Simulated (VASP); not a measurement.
# GaP in VASP: notebook

GaP is run at these levels: r2SCAN; tasks: single point.

Everything below comes from runs of VASP 6.6.1. Logs are shortened: lines on timing, memory, paths and dates and some standing lists are left out, and cuts for length are marked.

**1. The cell of the first run**

The structure is cubic, space group F-43m (No. 216). Conventional cell: a = 5.669 Å, b = 5.669 Å, c = 5.669 Å, α = 90.00°, β = 90.00°, γ = 90.00°. Within 3.2 Å of Ga (site symmetry -43m) lie 4 P at 2.45 Å. Within 3.2 Å of P (site symmetry -43m) lie 4 Ga at 2.45 Å.

**2. Single point, r2SCAN (strain +0.040 along x and y, +0.040 along z)**

Input file POSCAR:

```
GaP
1.0
    0.0000000000      2.8342600000      2.8342600000
    2.8342600000      0.0000000000      2.8342600000
    2.8342600000      2.8342600000      0.0000000000
Ga P
1 1
Direct
    0.0000000000      0.0000000000      0.0000000000
    0.7500000000      0.7500000000      0.7500000000
```

Input file INCAR.step1:

```
SYSTEM = GaP
  ALGO = Normal
  EDIFF = 1E-4
  ENCUT = 520
  GGA = PE
  ISMEAR = 0
  LASPH = .True.
  LCHARG = .False.
  LREAL = .False.
  LWAVE = .True.
  NBANDS = 16
  NELM = 60
  PREC = Accurate
  SIGMA = 0.05
```

Input file INCAR.step2:

```
SYSTEM = GaP
  ALGO = Normal
  EDIFF = 1E-6
  ENCUT = 520
  ISIF = 2
  ISMEAR = 0
  ISTART = 1
  LASPH = .True.
  LCHARG = .False.
  LMIXTAU = .True.
  LREAL = .False.
  LWAVE = .False.
  METAGGA = R2SCAN
  NBANDS = 16
  NELM = 60
  PREC = Accurate
  SIGMA = 0.05
```

Input file KPOINTS:

```
k-points
0
Gamma
  8 8 8
  0 0 0
```

Potentials or basis: VASP PAW PBE potentials, release 64 (Ga_d, P).

Command:

```console
$ cat potpaw_PBE.64/Ga_d/POTCAR potpaw_PBE.64/P/POTCAR > POTCAR
$ cp INCAR.step1 INCAR
$ mpirun -np 1 vasp_std > vasp.out
$ cp INCAR.step2 INCAR
$ mpirun -np 1 vasp_std > vasp.out
```

OUTCAR:

```text
SYSTEM = GaP
   EDIFF = 1E-6
   ENCUT = 520
   ISIF = 2
   ISMEAR = 0
   ISTART = 1
   LASPH = .True.
   LREAL = .False.
   METAGGA = R2SCAN
   NELM = 60
   PREC = Accurate

 ion  position               nearest neighbor table
   1  0.000  0.000  0.000-   2 2.45   2 2.45   2 2.45   2 2.45
   2  0.750  0.750  0.750-   1 2.45   1 2.45   1 2.45   1 2.45

  LATTYP: Found a face centered cubic cell.
 ALAT       =     5.6685200000

  Lattice vectors:

 A1 = (   0.0000000000,   2.8342600000,   2.8342600000)
 A2 = (   2.8342600000,   0.0000000000,   2.8342600000)
 A3 = (   2.8342600000,   2.8342600000,   0.0000000000)

Analysis of symmetry for initial positions (statically):
=====================================================================
 Subroutine PRICEL returns:
 Original cell was already a primitive cell.

 Routine SETGRP: Setting up the symmetry group for a
 face centered cubic supercell.

 Subroutine GETGRP returns: Found 24 space group operations
 (whereof 24 operations were pure point group operations)
 out of a pool of 48 trial point group operations.

The static configuration has the point symmetry T_d .

Analysis of symmetry for dynamics (positions and initial velocities):
=====================================================================
 Subroutine PRICEL returns:
 Original cell was already a primitive cell.

 Routine SETGRP: Setting up the symmetry group for a
 face centered cubic supercell.

 Subroutine GETGRP returns: Found 24 space group operations
 (whereof 24 operations were pure point group operations)
 out of a pool of 48 trial point group operations.

The dynamic configuration has the point symmetry T_d .

 Subroutine INISYM returns: Found 24 space group operations
 (whereof 24 operations are pure point group operations),
 and found     1 'primitive' translations

----------------------------------------------------------------------------------------

                                     Primitive cell

  volume of cell :      45.5354

  direct lattice vectors                    reciprocal lattice vectors
     0.000000000  2.834260000  2.834260000    -0.176412891  0.176412891  0.176412891
     2.834260000  0.000000000  2.834260000     0.176412891 -0.176412891  0.176412891
     2.834260000  2.834260000  0.000000000     0.176412891  0.176412891 -0.176412891

  length of vectors
     4.008248931  4.008248931  4.008248931     0.305556090  0.305556090  0.305556090

[... 80 lines left out ...]
   EDIFF  = 0.1E-05   stopping-criterion for ELM
   LREAL  =      F    real-space projection
   EDIFFG = 0.1E-04   stopping-criterion for IOM
   NSW    =      0    number of steps for IOM
   IBRION =     -1    ionic relax: 0-MD 1-quasi-New 2-CG
   NFREE  =      0    steps in history (QN), initial steepest desc. (CG)
   ISIF   =      2    stress and relaxation
   ISYM   =      2    0-nonsym 1-usesym 2-fastsym
   POTIM  = 0.5000    time-step for ionic-motion
   TEBEG  =    0.0;   TEEND  =   0.0 temperature during run
   PSTRESS=    0.0 pullay stress
   NELECT =      18.0000    total number of electrons
   NUPDOWN=      -1.0000    fix difference up-down
   EMIN   =  10.00;   EMAX   =-10.00  energy-range for DOS
   EFERMI =   0.00;   METHOD = LEGACY
   ISMEAR =     0;   SIGMA  =   0.05  broadening in eV -4-tet -1-fermi 0-gaus
   EFERMI_NEDOS =   21; number of points for ismear=-14 and -15
   IALGO  =     38    algorithm
   IMIX   =      4    mixing-type and parameters
     AMIX     =   0.40;   BMIX     =  1.00
     AMIX_MAG =   1.60;   BMIX_MAG =  1.00
  volume/ion in A,a.u.               =      22.77       153.64
  Fermi-wavevector in a.u.,A,eV,Ry     =   1.201478  2.270465 19.640696  1.443550
  Thomas-Fermi vector in A             =   2.337286
   LORBIT       =      0    0 simple, 1 ext, 2 COOP (PROOUT), +10 PAW based schemes
   METAGGA = R2SCAN    functional components
   LHFCALC =     F    Hartree Fock is set to
   AEXX    =    0.0000 exact exchange contribution
   IVDW    =     0    specifies the selected vdW correction
   LEPSILON=     F    determine dielectric tensor
   LRPA    =     F    only Hartree local field effects (RPA)
 non-spin polarized calculation
 Gauss-broadening in eV      SIGMA  =   0.05
  energy-cutoff  :      520.00
  volume of cell :       45.54
 maximum number of plane-waves:      1243
 NGX is ok and might be reduce to    30
   NGX = 15   NGY = 15   NGZ = 15

 number of electron      17.9999990 magnetization

 Free energy of the ion-electron system (eV)
  ---------------------------------------------------
  ext. energy  EPLUGINS =         0.00000000
  ---------------------------------------------------
  free energy    TOTEN  =       -21.32298426 eV

  energy without entropy =      -21.32298426  energy(sigma->0) =      -21.32298426

 E-fermi :   3.6229     XC(G=0):  -9.9866

 val. band max:        3.3273116254   @ k =   0.0000   0.0000   0.0000
 cond. band min:       4.6641492355   @ k =   0.0000   0.0000   0.0000
 fundamental gap:      1.3368376101
 Fermi energy:         3.6228641410

 k-point     1 :       0.0000    0.0000    0.0000
  band No.  band energies     occupation
      1     -11.5176      2.00000
      2     -11.5176      2.00000
      3     -11.5176      2.00000
      4     -11.4384      2.00000
      5     -11.4384      2.00000
      6      -8.8448      2.00000
[... 433 lines left out ...]
      3     -11.4861      2.00000
      4     -11.4415      2.00000
      5     -11.4331      2.00000
      6      -6.7023      2.00000
[... 8 lines left out ...]
     15      15.5243      0.00000
     16      15.8762      0.00000

 [... further k-points ...]

------------------------ aborting loop because EDIFF is reached ----------------------------------------

  FORCE on cell =-STRESS in cart. coord.  units (eV):
  Direction    XX          YY          ZZ          XY          YZ          ZX
  --------------------------------------------------------------------------------------
  -------------------------------------------------------------------------------------
  Total       -2.2519803     -2.2519803     -2.2519803      0.0000000      0.0000000     -0.0000000
  in kB      -79.2366519    -79.2366519    -79.2366519      0.0000000      0.0000000     -0.0000000
  external PRESSURE =     -79.2366519 kB  Pullay stress =       0.0000000 kB

 VOLUME and BASIS-vectors are now :
 -----------------------------------------------------------------------------
  energy-cutoff  :      520.00
  volume of cell :       45.54
      direct lattice vectors                 reciprocal lattice vectors
     0.000000000  2.834260000  2.834260000    -0.176412891  0.176412891  0.176412891
     2.834260000  0.000000000  2.834260000     0.176412891 -0.176412891  0.176412891
     2.834260000  2.834260000  0.000000000     0.176412891  0.176412891 -0.176412891

 POSITION                                       TOTAL-FORCE (eV/Angst)
 -----------------------------------------------------------------------------------
      0.00000      0.00000      0.00000        -0.000000      0.000000     -0.000000
      4.25139      4.25139      4.25139         0.000000     -0.000000      0.000000
 -----------------------------------------------------------------------------------
    total drift:                               -0.000001     -0.000001     -0.000001

  FREE ENERGIE OF THE ION-ELECTRON SYSTEM (eV)
  ---------------------------------------------------
  free  energy   TOTEN  =       -21.3229842586 eV

  energy  without entropy=      -21.3229842586  energy(sigma->0) =      -21.32298426
```

OSZICAR.step1:

```text
N       E                     dE             d eps       ncg     rms          rms(c)
DAV:   1     0.823410073333E+02    0.82341E+02   -0.89180E+03   936   0.155E+03
DAV:   2    -0.255018937631E+01   -0.84891E+02   -0.81096E+02  1048   0.307E+02
DAV:   3    -0.918036897422E+01   -0.66302E+01   -0.66080E+01  1152   0.663E+01
DAV:   4    -0.929240706576E+01   -0.11204E+00   -0.11201E+00  1152   0.956E+00
DAV:   5    -0.929454693116E+01   -0.21399E-02   -0.21398E-02  1200   0.114E+00    0.374E+00
DAV:   6    -0.907271005230E+01    0.22184E+00   -0.37798E-01  1408   0.920E+00    0.241E+00
DAV:   7    -0.905417672047E+01    0.18533E-01   -0.75026E-02  1232   0.169E+00    0.101E+00
DAV:   8    -0.905466772215E+01   -0.49100E-03   -0.11640E-02  1112   0.126E+00    0.121E-01
DAV:   9    -0.905509174795E+01   -0.42403E-03   -0.12863E-03  1144   0.520E-01    0.894E-02
DAV:  10    -0.905517826076E+01   -0.86513E-04   -0.91502E-05   992   0.918E-02
   1 F= -.90551783E+01 E0= -.90551783E+01  d E =-.189515E-11
```

Wall time 79 s (1 thread of Intel Xeon Platinum 8488C (Sapphire Rapids), shared host); peak memory 0.18 GiB.

What came out:

* Free energy: -21.3230 eV
* Pressure: -7.9 GPa
* Band gap on the k mesh: 1.34 eV, direct

Levels at points of the mesh, in eV from the valence-band top:
| k point | band 7 | band 8 | band 9 | band 10 | band 11 | band 12 |
| --- | --- | --- | --- | --- | --- | --- |
| (0.00, 0.00, 0.00) | 0.00 | 0.00 | 0.00 | 1.34 | 4.20 | 4.20 |
| (0.50, 0.00, 0.00) | -6.21 | -1.00 | -1.00 | 1.66 | 5.06 | 5.06 |
| (0.50, 0.50, 0.00) | -6.42 | -2.40 | -2.40 | 2.13 | 2.16 | 10.43 |

Caveat: the cell differs from its parent crystal (strain +0.040 along x and y, +0.040 along z); the PAW data sets were made with another functional, which shifts forces and pressure a little. A k mesh can miss the band edges.

**3. Single point, r2SCAN (strain +0.080 along x and y, +0.080 along z)**

Input file POSCAR:

```
GaP
1.0
    0.0000000000      2.9432700000      2.9432700000
    2.9432700000      0.0000000000      2.9432700000
    2.9432700000      2.9432700000      0.0000000000
Ga P
1 1
Direct
    0.0000000000      0.0000000000      0.0000000000
    0.7500000000      0.7500000000      0.7500000000
```

Input file INCAR.step1:

```
PREC = Accurate
ENCUT = 520
ISMEAR = 0
SIGMA = 0.05
LREAL = False
LASPH = True
NELM = 60
NBANDS = 16
GGA = PE
ALGO = Normal
EDIFF = 1E-4
LWAVE = True
LCHARG = False
```

Input file INCAR.step2:

```
PREC = Accurate
ENCUT = 520
EDIFF = 1E-6
ISMEAR = 0
SIGMA = 0.05
LREAL = False
LASPH = True
NELM = 60
ALGO = Normal
ISIF = 2
LWAVE = False
LCHARG = True
METAGGA = R2SCAN
LMIXTAU = True
LELF = True
LVHAR = True
NBANDS = 16
ISTART = 1
```

Input file KPOINTS:

```
Automatic mesh
0
Gamma
  8 8 8
```

Potentials or basis: VASP PAW PBE potentials, release 64 (Ga_d, P).

Command:

```console
$ cat potpaw_PBE.64/Ga_d/POTCAR potpaw_PBE.64/P/POTCAR > POTCAR
$ cp INCAR.step1 INCAR
$ mpirun -np 1 vasp_std > vasp.out
$ cp INCAR.step2 INCAR
$ mpirun -np 1 vasp_std > vasp.out
```

Run time: 52 s. Hardware: 1 thread of Intel Xeon Platinum 8488C (Sapphire Rapids), shared host; peak memory 0.19 GiB.

The run converged. Its results:

* Free energy: -20.9727 eV
* Pressure: -12.0 GPa
* Band gap on the k mesh: 0.43 eV, direct

Levels at points of the mesh, in eV from the valence-band top:
| k point | band 6 | band 7 | band 8 | band 9 | band 10 | band 11 | band 12 | band 13 |
| --- | --- | --- | --- | --- | --- | --- | --- | --- |
| (0.00, 0.00, 0.00) | -11.47 | 0.00 | 0.00 | 0.00 | 0.43 | 4.16 | 4.16 | 4.16 |
| (0.50, 0.00, 0.00) | -9.99 | -5.70 | -0.86 | -0.86 | 1.30 | 5.02 | 5.02 | 8.08 |
| (0.50, 0.50, 0.00) | -9.36 | -5.98 | -2.07 | -2.07 | 2.13 | 2.28 | 9.56 | 9.56 |

Caveat: the cell differs from its parent crystal (strain +0.080 along x and y, +0.080 along z); the PAW data sets were made with another functional, which shifts forces and pressure a little.

**4. Single point, r2SCAN (strain -0.080 along x and y, -0.040 along z)**

Input file POSCAR:

```
GaP
1.0
    0.0000000000      2.5072300000      2.6162400000
    2.5072300000      0.0000000000      2.6162400000
    2.5072300000      2.5072300000      0.0000000000
Ga P
1 1
Direct
    0.0000000000      0.0000000000      0.0000000000
    0.7500000000      0.7500000000      0.7500000000
```

Input file INCAR.step1:

```
SYSTEM = GaP
PREC = Accurate ; ENCUT = 520
ISMEAR = 0 ; SIGMA = 0.05
LREAL = .False. ; LASPH = .True.
NELM = 80 ; NBANDS = 16
GGA = PE ; ALGO = Normal
EDIFF = 1E-4 ; LWAVE = .True.
LCHARG = .False.
```

Input file INCAR.step2:

```
SYSTEM = GaP
PREC = Accurate ; ENCUT = 520
EDIFF = 1E-6 ; ISMEAR = 0
SIGMA = 0.05 ; LREAL = .False.
LASPH = .True. ; NELM = 80
ALGO = Normal ; ISIF = 2
LWAVE = .False. ; LCHARG = .False.
METAGGA = R2SCAN ; LMIXTAU = .True.
NBANDS = 16 ; ISTART = 1
```

Input file KPOINTS:

```
Automatic mesh
0
Gamma
  8 8 8
  0 0 0
```

Potentials or basis: VASP PAW PBE potentials, release 64 (Ga_d, P).

Command:

```console
$ cat potpaw_PBE.64/Ga_d/POTCAR potpaw_PBE.64/P/POTCAR > POTCAR
$ cp INCAR.step1 INCAR
$ mpirun -np 1 vasp_std > vasp.out
$ cp INCAR.step2 INCAR
$ mpirun -np 1 vasp_std > vasp.out
```

OUTCAR:

```text
SYSTEM = GaP
   PREC = Accurate
   ENCUT = 520
   EDIFF = 1E-6
   ISMEAR = 0
   LREAL = .False.
   LASPH = .True.
   NELM = 80
   ISIF = 2
   METAGGA = R2SCAN
   ISTART = 1

 ion  position               nearest neighbor table
   1  0.000  0.000  0.000-   2 2.20   2 2.20   2 2.20   2 2.20
   2  0.750  0.750  0.750-   1 2.20   1 2.20   1 2.20   1 2.20

  LATTYP: Found a body centered tetragonal cell.
 ALAT       =     3.5457586700
 C/A-ratio  =     1.4757011086

  Lattice vectors:

[... 644 lines left out ...]

  FORCE on cell =-STRESS in cart. coord.  units (eV):
  Direction    XX          YY          ZZ          XY          YZ          ZX
  --------------------------------------------------------------------------------------
  -------------------------------------------------------------------------------------
  Total        6.0791657      6.0791657      5.3316654      0.0000000      0.0000000      0.0000000
  in kB      296.1137913    296.1137913    259.7033419      0.0000000      0.0000000      0.0000000
  external PRESSURE =     283.9769748 kB  Pullay stress =       0.0000000 kB

 VOLUME and BASIS-vectors are now :
 -----------------------------------------------------------------------------
  energy-cutoff  :      520.00
  volume of cell :       32.89
      direct lattice vectors                 reciprocal lattice vectors
     0.000000000  2.507230000  2.616240000    -0.199423268  0.199423268  0.191113965
     2.507230000  0.000000000  2.616240000     0.199423268 -0.199423268  0.191113965
     2.507230000  2.507230000  0.000000000     0.199423268  0.199423268 -0.191113965

 POSITION                                       TOTAL-FORCE (eV/Angst)
 -----------------------------------------------------------------------------------
      0.00000      0.00000      0.00000        -0.000000     -0.000000      0.000000
      3.76084      3.76084      3.92436         0.000000      0.000000     -0.000000
 -----------------------------------------------------------------------------------
    total drift:                               -0.000014     -0.000014     -0.000013

  FREE ENERGIE OF THE ION-ELECTRON SYSTEM (eV)
  ---------------------------------------------------
  free  energy   TOTEN  =       -20.8886515679 eV

  energy  without entropy=      -20.8886515679  energy(sigma->0) =      -20.88865157
```

OUTCAR.step1:

```text
SYSTEM = GaP
   PREC = Accurate
   ENCUT = 520
   ISMEAR = 0
   LREAL = .False.
   LASPH = .True.
[... 678 lines left out ...]
      0.00000      0.00000      0.00000         0.000000      0.000000     -0.000000
      3.76084      3.76084      3.92436        -0.000000     -0.000000      0.000000
 -----------------------------------------------------------------------------------
    total drift:                               -0.000001     -0.000001     -0.000002

  FREE ENERGIE OF THE ION-ELECTRON SYSTEM (eV)
  ---------------------------------------------------
  free  energy   TOTEN  =        -8.4323238949 eV

  energy  without entropy=       -8.4323238949  energy(sigma->0) =       -8.43232389
```

OSZICAR.step1:

```text
N       E                     dE             d eps       ncg     rms          rms(c)
DAV:   1     0.778380175419E+02    0.77838E+02   -0.90791E+03  2008   0.175E+03
DAV:   2    -0.314162834736E+01   -0.80980E+02   -0.76881E+02  2088   0.308E+02
DAV:   3    -0.870086234888E+01   -0.55592E+01   -0.55387E+01  2376   0.632E+01
DAV:   4    -0.878015664634E+01   -0.79294E-01   -0.79266E-01  2320   0.796E+00
DAV:   5    -0.878150564666E+01   -0.13490E-02   -0.13489E-02  2480   0.924E-01    0.543E+00
DAV:   6    -0.847973298893E+01    0.30177E+00   -0.40292E-01  2880   0.137E+01    0.372E+00
DAV:   7    -0.843205690478E+01    0.47676E-01   -0.14846E-01  2520   0.305E+00    0.136E+00
DAV:   8    -0.843197601151E+01    0.80893E-04   -0.16013E-02  2200   0.162E+00    0.407E-01
DAV:   9    -0.843231082852E+01   -0.33482E-03   -0.14723E-03  2464   0.442E-01    0.668E-02
DAV:  10    -0.843232389495E+01   -0.13066E-04   -0.89025E-05  1824   0.175E-01
   1 F= -.84323239E+01 E0= -.84323239E+01  d E =-.272106E-18
```

Wall time 1.9 min (1 thread of Intel Xeon Platinum 8488C (Sapphire Rapids), shared host); peak memory 0.18 GiB.

Results:

* Free energy: -20.8887 eV
* Pressure: 28.4 GPa
* Band gap on the k mesh: 1.17 eV, indirect (least direct gap 3.90 eV)

Stress tensor (GPa, compression positive):
```
29.61  0.00  0.00
 0.00 29.61  0.00
 0.00  0.00 25.97
```

Caveat: the cell differs from its parent crystal (strain -0.080 along x and y, -0.040 along z); the PAW data sets were made with another functional, which shifts forces and pressure a little. A k mesh can miss the band edges.

(Continued in part 2 of 2.)
